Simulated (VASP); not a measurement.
# Si6C (R-3) in VASP: relaxation of shape and atoms at fixed volume with PBE

Aim: the relaxation of shape and atoms at fixed volume of Si6C with PBE.

Program: VASP 6.6.1. These are calculated values, not measurements. Logs are shortened: lines on timing, memory, paths and dates and some standing lists are left out, and cuts for length are marked.

### 1 The cell of the first run

The structure is trigonal, space group R-3 (No. 148). The conventional cell has a = 9.794 Å, b = 9.794 Å, c = 9.079 Å, α = 90.00°, β = 90.00°, γ = 120.00°. Si (site symmetry 1) has 1 C at 2.04 Å and 3 Si at 2.39 to 2.46 Å within 2.7 Å. Si (site symmetry 1) has 4 Si at 2.36 to 2.39 Å within 3.1 Å. C (site symmetry 3) has 1 C at 1.62 Å and 3 Si at 2.04 Å within 2.1 Å.

### 2 Relaxation of shape and atoms at fixed volume, PBE (17.96 Å³/atom)

Contents of INCAR:

```
SYSTEM = Si6C
  PREC = Accurate
  ENCUT = 600
  EDIFF = 1E-6
  ISMEAR = 0
  SIGMA = 0.02
  LREAL = .FALSE.
  LASPH = .TRUE.
  NELM = 100
  ALGO = Normal
  ISIF = 4
  LWAVE = .FALSE.
  LCHARG = .FALSE.
  GGA = PE
  IBRION = 2
  NSW = 50
  EDIFFG = -0.01
```

Contents of KPOINTS:

```
Automatic mesh
0
G
  6 6 6
  0 0 0
```

Contents of POSCAR:

```
Si6C
1.0
    4.8969265466      2.8272418599      3.0262134000
   -4.8969265466      2.8272418599      3.0262134000
    0.0000000000     -5.6544837198      3.0262133999
Si C
12 2
Direct
    0.3878472679      0.1377050230      0.0129281245
    0.6121527321      0.8622949770      0.9870718755
    0.6161008187      0.7393647737      0.3200416283
    0.3838991813      0.2606352263      0.6799583717
    0.0129281245      0.3878472679      0.1377050230
    0.9870718755      0.6121527321      0.8622949770
    0.3200416283      0.6161008187      0.7393647737
    0.6799583717      0.3838991813      0.2606352263
    0.1377050230      0.0129281245      0.3878472679
    0.8622949770      0.9870718755      0.6121527321
    0.2606352263      0.6799583717      0.3838991813
    0.7393647737      0.3200416283      0.6161008187
    0.9110460441      0.9110460441      0.9110460441
    0.0889539559      0.0889539559      0.0889539559
```

Potentials or basis: VASP PAW PBE potentials, release 64 (Si, C).

Run with:

```bash
cat potpaw_PBE.64/Si/POTCAR potpaw_PBE.64/C/POTCAR > POTCAR
mpirun -np 1 vasp_std > vasp.out
```

OUTCAR:

```text
SYSTEM = Si6C
   PREC = Accurate
   ENCUT = 600
   EDIFF = 1E-6
   ISMEAR = 0
   LREAL = .FALSE.
   LASPH = .TRUE.
   NELM = 100
   ISIF = 4
   GGA = PE
   IBRION = 2
   NSW = 50
   EDIFFG = -0.01

 ion  position               nearest neighbor table
   1  0.388  0.138  0.013-  14 2.04   8 2.39   4 2.39   2 2.46
   2  0.612  0.862  0.987-  13 2.04   7 2.39   3 2.39   1 2.46
   3  0.616  0.739  0.320-   8 2.36  11 2.36  10 2.39   2 2.39
   4  0.384  0.261  0.680-   7 2.36  12 2.36   9 2.39   1 2.39
   5  0.013  0.388  0.138-  14 2.04  11 2.39   8 2.39   6 2.46
   6  0.987  0.612  0.862-  13 2.04  12 2.39   7 2.39   5 2.46
   7  0.320  0.616  0.739-  11 2.36   4 2.36   2 2.39   6 2.39
   8  0.680  0.384  0.261-  12 2.36   3 2.36   1 2.39   5 2.39
   9  0.138  0.013  0.388-  14 2.04   4 2.39  11 2.39  10 2.46
  10  0.862  0.987  0.612-  13 2.04   3 2.39  12 2.39   9 2.46
  11  0.261  0.680  0.384-   7 2.36   3 2.36   5 2.39   9 2.39
  12  0.739  0.320  0.616-   8 2.36   4 2.36   6 2.39  10 2.39
  13  0.911  0.911  0.911-  14 1.62  10 2.04   6 2.04   2 2.04
  14  0.089  0.089  0.089-  13 1.62   9 2.04   5 2.04   1 2.04

  LATTYP: Found a trigonal (rhomboedric) cell.
 ALAT       =     6.4133574421
 COS(alpha) =    -0.1660207632

  Lattice vectors:

 A1 = (   4.8969265466,   2.8272418599,   3.0262134000)
 A2 = (  -4.8969265466,   2.8272418599,   3.0262134000)
 A3 = (   0.0000000000,  -5.6544837198,   3.0262133999)

Analysis of symmetry for initial positions (statically):
=====================================================================
 Subroutine PRICEL returns:
 Original cell was already a primitive cell.

 Routine SETGRP: Setting up the symmetry group for a
 trigonal (rhombohedral) supercell.

 Subroutine GETGRP returns: Found  6 space group operations
 (whereof  6 operations were pure point group operations)
 out of a pool of 12 trial point group operations.

The static configuration has the point symmetry S_6 .

Analysis of symmetry for dynamics (positions and initial velocities):
=====================================================================
 Subroutine PRICEL returns:
 Original cell was already a primitive cell.

 Routine SETGRP: Setting up the symmetry group for a
 trigonal (rhombohedral) supercell.

 Subroutine GETGRP returns: Found  6 space group operations
 (whereof  6 operations were pure point group operations)
 out of a pool of 12 trial point group operations.

The dynamic configuration has the point symmetry S_6 .

 Subroutine INISYM returns: Found  6 space group operations
 (whereof  6 operations are pure point group operations),
 and found     1 'primitive' translations

----------------------------------------------------------------------------------------

                                     Primitive cell

  volume of cell :     251.3838

  direct lattice vectors                    reciprocal lattice vectors
     4.896926547  2.827241860  3.026213400     0.102104860  0.058950268  0.110148654
    -4.896926547  2.827241860  3.026213400    -0.102104860  0.058950268  0.110148654
     0.000000000 -5.654483720  3.026213400     0.000000000 -0.117900537  0.110148654

  length of vectors
     6.413357442  6.413357442  6.413357442     0.161348265  0.161348265  0.161348265

  position of ions in fractional coordinates (direct lattice)
     0.387847268  0.137705023  0.012928125
     0.612152732  0.862294977  0.987071875
     0.616100819  0.739364774  0.320041628
     0.383899181  0.260635226  0.679958372
     0.012928125  0.387847268  0.137705023
     0.987071875  0.612152732  0.862294977
     0.320041628  0.616100819  0.739364774
     0.679958372  0.383899181  0.260635226
     0.137705023  0.012928125  0.387847268
     0.862294977  0.987071875  0.612152732
     0.260635226  0.679958372  0.383899181
     0.739364774  0.320041628  0.616100819
     0.911046044  0.911046044  0.911046044
     0.088953956  0.088953956  0.088953956

  ion indices of the primitive-cell ions
   primitive index   ion index
                 1           1
                 2           2
                 3           3
                 4           4
                 5           5
                 6           6
                 7           7
                 8           8
                 9           9
                10          10
                11          11
                12          12
                13          13
                14          14

----------------------------------------------------------------------------------------

 KPOINTS: Automatic mesh

Automatic generation of k-mesh.
 Grid dimensions read from file:
 generate k-points for:    6    6    6

 Generating k-lattice:

  Cartesian coordinates                     Fractional coordinates (reciprocal lattice)
     0.017017477  0.009825045  0.018358109     0.166666667  0.000000000 -0.000000000
    -0.017017477  0.009825045  0.018358109     0.000000000  0.166666667 -0.000000000
     0.000000000 -0.019650089  0.018358109     0.000000000  0.000000000  0.166666667

  Length of vectors
     0.026891378  0.026891378  0.026891378

  Shift w.r.t. Gamma in fractional coordinates (k-lattice)
     0.000000000  0.000000000  0.000000000

 Subroutine IBZKPT returns following result:
 ===========================================

 Found     40 irreducible k-points:

 Following reciprocal coordinates:
            Coordinates               Weight
  0.000000  0.000000  0.000000      1.000000
  0.166667 -0.000000 -0.000000      6.000000
  0.333333 -0.000000  0.000000      6.000000
  0.500000  0.000000 -0.000000      3.000000
  0.166667  0.166667 -0.000000      6.000000
  0.333333  0.166667 -0.000000      6.000000
[... 16 lines left out ...]
  0.333333  0.333333  0.166667      6.000000
  0.500000  0.333333  0.166667      6.000000
 [... further k-points ...]
   k-points           NKPTS =     40   k-points in BZ     NKDIM =     40   number of bands    NBANDS=     36
   number of dos      NEDOS =    301   number of ions     NIONS =     14
   total plane-waves  NPLWV = 157464
   dimension x,y,z NGX =    54 NGY =   54 NGZ =   54
   dimension x,y,z NGXF=   108 NGYF=  108 NGZF=  108
   ions per type =              12   2
   NGX,Y,Z   is equivalent  to a cutoff of  14.00, 14.00, 14.00 a.u.
   NGXF,Y,Z  is equivalent  to a cutoff of  28.00, 28.00, 28.00 a.u.
 SYSTEM =  Si6C
   PREC   = accura    normal or accurate (medium, high low for compatibility)
   ISTART =      0    job   : 0-new  1-cont  2-samecut
   ICHARG =      2    charge: 1-file 2-atom 10-const
   ISPIN  =      1    spin polarized calculation?
   LNONCOLLINEAR =      F non collinear calculations
   LSORBIT =      F    spin-orbit coupling
   LASPH  =      T    aspherical Exc in radial PAW
   ENCUT  =  600.0 eV  44.10 Ry    6.64 a.u.  12.81 12.81 12.81*2*pi/ulx,y,z
   NELM   =    100;   NELMIN=  2; NELMDL= -5     # of ELM steps
   EDIFF  = 0.1E-05   stopping-criterion for ELM
   LREAL  =      F    real-space projection
   EDIFFG = -.1E-01   stopping-criterion for IOM
   NSW    =     50    number of steps for IOM
   IBRION =      2    ionic relax: 0-MD 1-quasi-New 2-CG
   NFREE  =      1    steps in history (QN), initial steepest desc. (CG)
   ISIF   =      4    stress and relaxation
   ISYM   =      2    0-nonsym 1-usesym 2-fastsym
   POTIM  = 0.5000    time-step for ionic-motion
   TEBEG  =    0.0;   TEEND  =   0.0 temperature during run
   PSTRESS=    0.0 pullay stress
   NELECT =      56.0000    total number of electrons
   NUPDOWN=      -1.0000    fix difference up-down
   EMIN   =  10.00;   EMAX   =-10.00  energy-range for DOS
   EFERMI =   0.00;   METHOD = LEGACY
   ISMEAR =     0;   SIGMA  =   0.02  broadening in eV -4-tet -1-fermi 0-gaus
   EFERMI_NEDOS =   21; number of points for ismear=-14 and -15
   IALGO  =     38    algorithm
   IMIX   =      4    mixing-type and parameters
     AMIX     =   0.40;   BMIX     =  1.00
     AMIX_MAG =   1.60;   BMIX_MAG =  1.00
  volume/ion in A,a.u.               =      17.96       121.17
  Fermi-wavevector in a.u.,A,eV,Ry     =   0.992411  1.875386 13.400110  0.984880
  Thomas-Fermi vector in A             =   2.124221
   LORBIT       =      0    0 simple, 1 ext, 2 COOP (PROOUT), +10 PAW based schemes
   GGA     = PE    functional components
   LHFCALC =     F    Hartree Fock is set to
   AEXX    =    0.0000 exact exchange contribution
   IVDW    =     0    specifies the selected vdW correction
   LEPSILON=     F    determine dielectric tensor
   LRPA    =     F    only Hartree local field effects (RPA)
 conjugate gradient relaxation of ions
 non-spin polarized calculation
 Gauss-broadening in eV      SIGMA  =   0.02
  energy-cutoff  :      600.00
  volume of cell :      251.38
 maximum number of plane-waves:      8455
 NGX is ok and might be reduce to    54
   NGX = 25   NGY = 25   NGZ = 25

--------------------------------------- Ionic step        1  -------------------------------------------

 number of electron      55.9999999 magnetization

 Free energy of the ion-electron system (eV)
  ---------------------------------------------------
  ext. energy  EPLUGINS =         0.00000000
  ---------------------------------------------------
  free energy    TOTEN  =       -80.51021652 eV

  energy without entropy =      -80.51021652  energy(sigma->0) =      -80.51021652

------------------------ aborting loop because EDIFF is reached ----------------------------------------

  FORCE on cell =-STRESS in cart. coord.  units (eV):
  Direction    XX          YY          ZZ          XY          YZ          ZX
  --------------------------------------------------------------------------------------
  -------------------------------------------------------------------------------------
  Total       -8.7370715     -8.7370715     -9.1281306     -0.0000000     -0.0000000      0.0000000
  in kB      -55.6851147    -55.6851147    -58.1775026     -0.0000002     -0.0000000      0.0000000
  external PRESSURE =     -56.5159107 kB  Pullay stress =       0.0000000 kB
[... 225 lines left out ...]
  energy  without entropy=      -80.5125375839  energy(sigma->0) =      -80.51253758

--------------------------------------- Ionic step        6  -------------------------------------------

 number of electron      55.9999999 magnetization

 Free energy of the ion-electron system (eV)
  ---------------------------------------------------
  ext. energy  EPLUGINS =         0.00000000
  ---------------------------------------------------
  free energy    TOTEN  =       -80.51262696 eV

  energy without entropy =      -80.51262696  energy(sigma->0) =      -80.51262696

 E-fermi :   6.2120     XC(G=0):  -9.7005

 val. band max:        6.0964305804   @ k =   0.0000   0.0000   0.0000
 cond. band min:       6.6477948510   @ k =   0.5000   0.5000   0.5000
 fundamental gap:      0.5513642706
 Fermi energy:         6.2119885370

 k-point     1 :       0.0000    0.0000    0.0000
  band No.  band energies     occupation
      1      -8.1496      2.00000
      2      -5.1053      2.00000
      3      -4.7292      2.00000
      4      -2.9324      2.00000
      5      -2.9324      2.00000
      6      -2.8945      2.00000
[... 925 lines left out ...]
     35       8.6778      0.00000
     36       9.1467      0.00000

 [... further k-points ...]
[... 5 lines left out ...]
  --------------------------------------------------------------------------------------
  -------------------------------------------------------------------------------------
  Total       -8.7233070     -8.7233070     -8.7045226     -0.0000000     -0.0000000      0.0000000
  in kB      -55.5973876    -55.5973876    -55.4776666     -0.0000002     -0.0000000      0.0000000
  external PRESSURE =     -55.5574806 kB  Pullay stress =       0.0000000 kB
[... 29 lines left out ...]
  FREE ENERGIE OF THE ION-ELECTRON SYSTEM (eV)
  ---------------------------------------------------
  free  energy   TOTEN  =       -80.5126269633 eV

  energy  without entropy=      -80.5126269633  energy(sigma->0) =      -80.51262696

 reached required accuracy - stopping structural energy minimisation
```

Run time: 36 min. Hardware: 1 thread of AMD EPYC 9755, shared host; peak memory 0.58 GiB.

What came out:

| Property | Result |
| --- | --- |
| Free energy | -80.5126 eV |
| Energy gained by relaxing | 0.2 meV/atom |
| Ionic steps | 6 |
| Pressure after relaxing | -5.6 GPa |
| Largest force after relaxing | 0.008 eV/Å |
| Band gap on the k mesh | 0.55 eV (least direct gap 1.21 eV) |

Forces in eV/Å, atoms in the order of the input:
```
Si   0.000 -0.004  0.004
Si   0.000  0.004 -0.004
Si  -0.004  0.004 -0.005
Si   0.004 -0.004  0.005
Si   0.004  0.002  0.004
Si  -0.004 -0.002 -0.004
Si  -0.002 -0.006 -0.005
Si   0.002  0.006  0.005
Si  -0.004  0.002  0.004
Si   0.004 -0.002 -0.004
Si  -0.006 -0.002  0.005
Si   0.006  0.002 -0.005
C    0.000  0.000  0.007
C    0.000  0.000 -0.007
```

Step by step:
```tsv
step	energy change (eV)	largest force (eV/Å)	pressure (GPa)	volume (Å³)
1	0.0000	0.0673	-5.65	251.38
2	-0.0019	0.0325	-5.59	251.38
3	-0.0020	0.0593	-5.57	251.38
4	-0.0023	0.0184	-5.56	251.38
5	-0.0023	0.0187	-5.56	251.38
6	-0.0024	0.0077	-5.56	251.38
```

Final structure:
```
Si C
1.0
     4.89946    2.82871    3.02308
    -4.89946    2.82871    3.02308
     0.00000   -5.65741    3.02308
Si C
12 2
Direct
  0.38866 0.13827 0.01283
  0.61134 0.86173 0.98717
  0.61545 0.73868 0.31971
  0.38455 0.26132 0.68029
  0.01283 0.38866 0.13827
  0.98717 0.61134 0.86173
  0.31971 0.61545 0.73868
  0.68029 0.38455 0.26132
  0.13827 0.01283 0.38866
  0.86173 0.98717 0.61134
  0.26132 0.68029 0.38455
  0.73868 0.31971 0.61545
  0.91111 0.91111 0.91111
  0.08889 0.08889 0.08889
```

Caveat: semilocal functionals underestimate gaps, and a narrow one can read as zero. A k mesh can miss the band edges.
